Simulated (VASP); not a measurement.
# SrO (Fm-3m) in VASP: further runs

SrO is run at these levels: LDA, PBEsol, PBEsol+D3(BJ); tasks: single point.

All numbers are computed with VASP 6.6.1; they aren't measurements. Logs are shortened: lines on timing, memory, paths and dates and some standing lists are left out, and cuts for length are marked.

## (1) The cell of the first run

It takes space group Fm-3m (No. 225, cubic). The conventional cell has a = 5.133 Å, b = 5.133 Å, c = 5.133 Å, α = 90.00°, β = 90.00°, γ = 90.00°. Within 3.4 Å of Sr (site symmetry m-3m) lie 6 O at 2.57 Å. O (site symmetry m-3m) has 6 Sr at 2.57 Å within 3.4 Å.

## (2) Single point, LDA, non-collinear spin, zero start, spin-orbit coupling

File INCAR:

```
PREC = Accurate
ENCUT = 520
EDIFF = 1E-7
ISMEAR = 0
SIGMA = 0.01
LREAL = False
LASPH = True
NELM = 150
ALGO = Normal
ISIF = 2
LWAVE = False
LCHARG = False
MAGMOM = 0 0 0 0 0 0
LORBIT = 11
LSORBIT = True
GGA_COMPAT = False
LORBMOM = True
NBANDS = 28
```

File KPOINTS:

```
regular mesh
0
Gamma
  7 7 7
```

File POSCAR:

```
SrO
1.0
    0.0000000000      2.5663000000      2.5663000000
    2.5663000000      0.0000000000      2.5663000000
    2.5663000000      2.5663000000      0.0000000000
Sr O
1 1
Direct
    0.5000000000      0.5000000000      0.5000000000
    0.0000000000      0.0000000000      0.0000000000
```

Potentials or basis: VASP PAW LDA potentials, release 64 (Sr_sv, O).

Started as:

```
> cat potpaw_LDA.64/Sr_sv/POTCAR potpaw_LDA.64/O/POTCAR > POTCAR
> mpirun -np 1 vasp_ncl > vasp.out
```

OUTCAR:

```text
PREC = Accurate
   ENCUT = 520
   EDIFF = 1E-7
   ISMEAR = 0
   LREAL = False
   LASPH = True
   NELM = 150
   ISIF = 2
   LORBIT = 11
   LSORBIT = True

 ion  position               nearest neighbor table
   1  0.500  0.500  0.500-   2 2.57   2 2.57   2 2.57   2 2.57   2 2.57   2 2.57
   2  0.000  0.000  0.000-   1 2.57   1 2.57   1 2.57   1 2.57   1 2.57   1 2.57

  LATTYP: Found a face centered cubic cell.
 ALAT       =     5.1326000000

  Lattice vectors:

 A1 = (   0.0000000000,   2.5663000000,   2.5663000000)
 A2 = (   2.5663000000,   0.0000000000,   2.5663000000)
 A3 = (   2.5663000000,   2.5663000000,   0.0000000000)

Analysis of symmetry for initial positions (statically):
=====================================================================
 Subroutine PRICEL returns:
 Original cell was already a primitive cell.

 Routine SETGRP: Setting up the symmetry group for a
 face centered cubic supercell.

 Subroutine GETGRP returns: Found 48 space group operations
[... 9 lines left out ...]

 Routine SETGRP: Setting up the symmetry group for a
 face centered cubic supercell.

 Subroutine GETGRP returns: Found 48 space group operations
 (whereof 48 operations were pure point group operations)
 out of a pool of 48 trial point group operations.

The dynamic configuration has the point symmetry O_h .

Analysis of structural, dynamic, and magnetic symmetry:
=====================================================================
 Subroutine PRICEL returns:
 Original cell was already a primitive cell.

 Routine SETGRP: Setting up the symmetry group for a
 face centered cubic supercell.

 Subroutine GETGRP returns: Found 48 space group operations
 (whereof 48 operations were pure point group operations)
 out of a pool of 48 trial point group operations.

The overall configuration has the point symmetry O_h .

 Subroutine INISYM returns: Found 48 space group operations
[... 5 lines left out ...]
                                     Primitive cell

  volume of cell :      33.8028

  direct lattice vectors                    reciprocal lattice vectors
     0.000000000  2.566300000  2.566300000    -0.194833028  0.194833028  0.194833028
     2.566300000  0.000000000  2.566300000     0.194833028 -0.194833028  0.194833028
[... 778 lines left out ...]
 -----------------------------------------------------------------------------------
      2.56630      2.56630      2.56630        -0.000000      0.000000     -0.000000
      0.00000      0.00000      0.00000         0.000000     -0.000000      0.000000
 -----------------------------------------------------------------------------------
    total drift:                                0.000000      0.000000      0.000000

  FREE ENERGIE OF THE ION-ELECTRON SYSTEM (eV)
  ---------------------------------------------------
  free  energy   TOTEN  =       -13.4749212111 eV

  energy  without entropy=      -13.4749212111  energy(sigma->0) =      -13.47492121

 orbital moment (x)

 # of ion     p       d       tot
 ----------------------------------------
  1         0.000   0.000   0.000
  2         0.000   0.000   0.000
 ----------------------------------------
            0.000   0.000   0.000

 orbital moment (y)

 # of ion     p       d       tot
 ----------------------------------------
  1         0.000   0.000   0.000
  2         0.000   0.000   0.000
 ----------------------------------------
            0.000   0.000   0.000

 orbital moment (z)

 # of ion     p       d       tot
 ----------------------------------------
  1         0.000   0.000   0.000
  2         0.000   0.000   0.000
 ----------------------------------------
            0.000   0.000   0.000

 Spin-Orbit-Coupling matrix elements

 Ion:    1  E_soc:     -0.1959417
 l=   1
     0.0000000    -0.0326291    -0.0326291
    -0.0326291     0.0000000    -0.0326291
    -0.0326291    -0.0326291     0.0000000
 l=   2
     0.0000000    -0.0000018     0.0000000    -0.0000018    -0.0000261
    -0.0000018     0.0000000    -0.0000196    -0.0000018    -0.0000065
     0.0000000    -0.0000196     0.0000000    -0.0000196     0.0000000
    -0.0000018    -0.0000018    -0.0000196     0.0000000    -0.0000065
    -0.0000261    -0.0000065     0.0000000    -0.0000065     0.0000000
 l=   3
     0.0000000     0.0000000     0.0000000     0.0000000     0.0000000     0.0000000     0.0000000
     0.0000000     0.0000000     0.0000000     0.0000000     0.0000000     0.0000000     0.0000000
     0.0000000     0.0000000     0.0000000     0.0000000     0.0000000     0.0000000     0.0000000
     0.0000000     0.0000000     0.0000000     0.0000000     0.0000000     0.0000000     0.0000000
     0.0000000     0.0000000     0.0000000     0.0000000     0.0000000     0.0000000     0.0000000
     0.0000000     0.0000000     0.0000000     0.0000000     0.0000000     0.0000000     0.0000000
     0.0000000     0.0000000     0.0000000     0.0000000     0.0000000     0.0000000     0.0000000

 Ion:    2  E_soc:     -0.0003334
 l=   1
     0.0000000    -0.0000556    -0.0000556
    -0.0000556     0.0000000    -0.0000556
    -0.0000556    -0.0000556     0.0000000
 l=   2
     0.0000000     0.0000000     0.0000000     0.0000000     0.0000000
     0.0000000     0.0000000     0.0000000     0.0000000     0.0000000
     0.0000000     0.0000000     0.0000000     0.0000000     0.0000000
     0.0000000     0.0000000     0.0000000     0.0000000     0.0000000
     0.0000000     0.0000000     0.0000000     0.0000000     0.0000000
 l=   3
     0.0000000     0.0000000     0.0000000     0.0000000     0.0000000     0.0000000     0.0000000
     0.0000000     0.0000000     0.0000000     0.0000000     0.0000000     0.0000000     0.0000000
     0.0000000     0.0000000     0.0000000     0.0000000     0.0000000     0.0000000     0.0000000
     0.0000000     0.0000000     0.0000000     0.0000000     0.0000000     0.0000000     0.0000000
     0.0000000     0.0000000     0.0000000     0.0000000     0.0000000     0.0000000     0.0000000
     0.0000000     0.0000000     0.0000000     0.0000000     0.0000000     0.0000000     0.0000000
     0.0000000     0.0000000     0.0000000     0.0000000     0.0000000     0.0000000     0.0000000

 total charge

# of ion       s       p       d       tot
------------------------------------------
    1        2.017   5.833   0.265   8.116
    2        1.541   3.400   0.000   4.941
--------------------------------------------------
tot          3.559   9.233   0.265  13.057

 magnetization (x)

# of ion       s       p       d       tot
------------------------------------------
    1       -0.000  -0.000  -0.000  -0.000
    2        0.000  -0.000   0.000  -0.000
--------------------------------------------------
tot         -0.000  -0.000  -0.000  -0.000

 magnetization (y)

# of ion       s       p       d       tot
------------------------------------------
    1       -0.000   0.000   0.000  -0.000
    2        0.000   0.000   0.000   0.000
--------------------------------------------------
tot         -0.000   0.000   0.000   0.000

 magnetization (z)

# of ion       s       p       d       tot
------------------------------------------
    1       -0.000  -0.000  -0.000  -0.000
    2        0.000   0.000   0.000   0.000
--------------------------------------------------
tot         -0.000  -0.000  -0.000  -0.000
```

OSZICAR:

```text
N       E                     dE             d eps       ncg     rms          rms(c)
DAV:   1     0.819210055098E+02    0.81921E+02   -0.78532E+03  1128   0.109E+03
DAV:   2    -0.992423448780E+01   -0.91845E+02   -0.85535E+02  1412   0.261E+02
DAV:   3    -0.154983419149E+02   -0.55741E+01   -0.55264E+01  1684   0.536E+01
DAV:   4    -0.156587635053E+02   -0.16042E+00   -0.16024E+00  1428   0.710E+00
DAV:   5    -0.156602173747E+02   -0.14539E-02   -0.14538E-02  1460   0.690E-01    0.246E+01
DAV:   6    -0.136685005181E+02    0.19917E+01   -0.66831E+00  1148   0.209E+01    0.261E+01
DAV:   7    -0.135215553763E+02    0.14695E+00   -0.62038E-01  1304   0.643E+00    0.149E+01
DAV:   8    -0.134748387489E+02    0.46717E-01   -0.16634E-01  1300   0.376E+00    0.149E+00
DAV:   9    -0.134747480121E+02    0.90737E-04   -0.66449E-03  1664   0.593E-01    0.435E-01
DAV:  10    -0.134748716849E+02   -0.12367E-03   -0.36717E-04  1312   0.158E-01    0.193E-01
DAV:  11    -0.134749249582E+02   -0.53273E-04   -0.11616E-04  1188   0.132E-01    0.312E-02
DAV:  12    -0.134749212331E+02    0.37251E-05   -0.11580E-05  1204   0.374E-02    0.130E-02
DAV:  13    -0.134749216687E+02   -0.43559E-06   -0.27431E-06  1420   0.195E-02    0.971E-03
DAV:  14    -0.134749211869E+02    0.48183E-06   -0.11575E-06  1268   0.120E-02    0.334E-03
DAV:  15    -0.134749212111E+02   -0.24225E-07   -0.14581E-07  1112   0.374E-03
   1 F= -.13474921E+02 E0= -.13474921E+02  d E =-.691848E-29  mag=     0.0000    -0.0000     0.0000
```

Run time: 94 s. Hardware: 1 thread of AMD EPYC 7R13, shared host; peak memory 0.18 GiB.

What came out:

```yaml
Free_energy: -13.4749 eV
Pressure: -3.1 GPa
Net_moment: 0.00 μB per cell
Valence_electrons_inside_the_program's_atomic_spheres: Sr 8.12; O 4.94
```

Moments on the atoms (μB; x, y, z):
```
Sr  0.00 0.00 0.00
O   0.00 0.00 0.00
```

## (3) Single point, PBEsol

File INCAR:

```
SYSTEM = SrO
PREC = Accurate
ENCUT = 520
EDIFF = 1E-6
ISMEAR = -1
SIGMA = 0.05
LREAL = .False.
LASPH = .True.
NELM = 60
ALGO = Normal
ISIF = 2
LWAVE = .False.
LCHARG = .False.
GGA = PS
NBANDS = 15
```

File KPOINTS:

```
regular mesh
0
Gamma
  6 6 6
  0 0 0
```

POSCAR is that of step 2.

Potentials or basis: VASP PAW PBE potentials, release 64 (Sr_sv, O).

Started as:

```
> cat potpaw_PBE.64/Sr_sv/POTCAR potpaw_PBE.64/O/POTCAR > POTCAR
> mpirun -np 1 vasp_std > vasp.out
```

Run time: 13 s. Hardware: 1 thread of Intel Xeon 8259CL, shared host; peak memory 0.16 GiB.

It converged, with:

```
Free energy            : -12.6396 eV
Pressure               : 0.1 GPa
Band gap on the k mesh : 3.15 eV, indirect (least direct gap 3.23 eV)
```

Levels at points of the mesh, in eV from the valence-band top:
```csv
k point,band 5,band 6,band 7,band 8,band 9,band 10,band 11,band 12
"(0.00, 0.00, 0.00)",-13.87,0.00,0.00,0.00,3.86,6.17,6.17,6.17
"(0.50, 0.00, 0.00)",-12.67,-2.24,-1.16,-1.16,6.51,8.33,8.88,8.88
"(0.50, 0.50, 0.00)",-14.25,-0.43,-0.08,-0.08,3.15,7.80,10.23,10.27
```

Caveat: the PAW data sets were made with another functional, which shifts forces and pressure a little. PBEsol gaps usually lie below the measured ones, often by a third to a half.

## (4) Single point, PBEsol+D3(BJ)

This run uses another cell than the first one, of 16.35 Å³/atom, 0.967 times its volume.

File INCAR:

```
SYSTEM = SrO
PREC     = Accurate       ! precision mode
ENCUT    = 520            ! plane-wave cutoff, eV
EDIFF    = 1E-7           ! SCF threshold, eV
ISMEAR   = -1             ! smearing method
SIGMA    = 0.05           ! smearing width, eV
LREAL    = .False.        ! projectors in reciprocal space
LASPH    = .True.         ! aspherical terms in the spheres
NELM     = 80             ! most SCF steps
ALGO     = Normal         ! electronic algorithm
ISIF     = 2              ! what is computed and relaxed
LWAVE    = .False.        ! write WAVECAR
LCHARG   = .False.        ! write CHGCAR
GGA      = PS             ! functional
IVDW     = 12             ! dispersion correction
NBANDS   = 15             ! bands
```

File KPOINTS:

```
regular mesh
0
Gamma
  9 9 9
  0 0 0
```

File POSCAR:

```
SrO
1.0
    0.0000000000      2.5379751486      2.5379751486
    2.5379751486      0.0000000000      2.5379751486
    2.5379751486      2.5379751486      0.0000000000
Sr O
1 1
Direct
    0.5000000000      0.5000000000      0.5000000000
    0.0000000000      0.0000000000      0.0000000000
```

Started as:

```
> cat potpaw_PBE.64/Sr_sv/POTCAR potpaw_PBE.64/O/POTCAR > POTCAR
> mpirun -np 1 vasp_std > vasp.out
```

It took 27 s on 1 thread of Intel Xeon 8259CL, shared host; peak memory 0.18 GiB.

The run converged. Its results:

```
Free energy                : -13.1698 eV
Pressure                   : 0.7 GPa
Band gap on the k mesh     : 3.18 eV, indirect (least direct gap 3.25 eV)
Dispersion energy per atom : -0.271 eV
```

Levels at points of the mesh, in eV from the valence-band top:
| k point | band 4 | band 5 | band 6 | band 7 | band 8 | band 9 | band 10 | band 11 | band 12 | band 13 |
| --- | --- | --- | --- | --- | --- | --- | --- | --- | --- | --- |
| (0.00, 0.00, 0.00) | -13.72 | -13.72 | 0.00 | 0.00 | 0.00 | 4.10 | 6.24 | 6.24 | 6.24 | 8.53 |

Caveat: the PAW data sets were made with another functional, which shifts forces and pressure a little.

## (5) The runs side by side

```csv
level,potentials or basis,spin,cell,k mesh,smearing,gap on the mesh (eV),pressure (GPa)
LDA,"VASP PAW LDA potentials, release 64 (Sr_sv, O)","non-collinear, zero start, SOC","a = 3.629 Å, angles 60.0°, 2 atoms",7 × 7 × 7,gaussian 0.01 eV,-,-3.1
PBEsol,"VASP PAW PBE potentials, release 64 (Sr_sv, O)",off,"a = 3.629 Å, angles 60.0°, 2 atoms",6 × 6 × 6,fermi-dirac 0.05 eV,3.15,0.1
PBEsol+D3(BJ),"VASP PAW PBE potentials, release 64 (Sr_sv, O)",off,"a = 3.589 Å, angles 60.0°, 2 atoms",9 × 9 × 9,fermi-dirac 0.05 eV,3.18,0.7
```

Alike in all rows: task single point; cutoff (eV) 520.

Caveats: the PAW data sets were made with another functional, which shifts forces and pressure a little (some runs).

Total energies depend on the potentials used, so only differences within one code and one set of settings carry meaning.
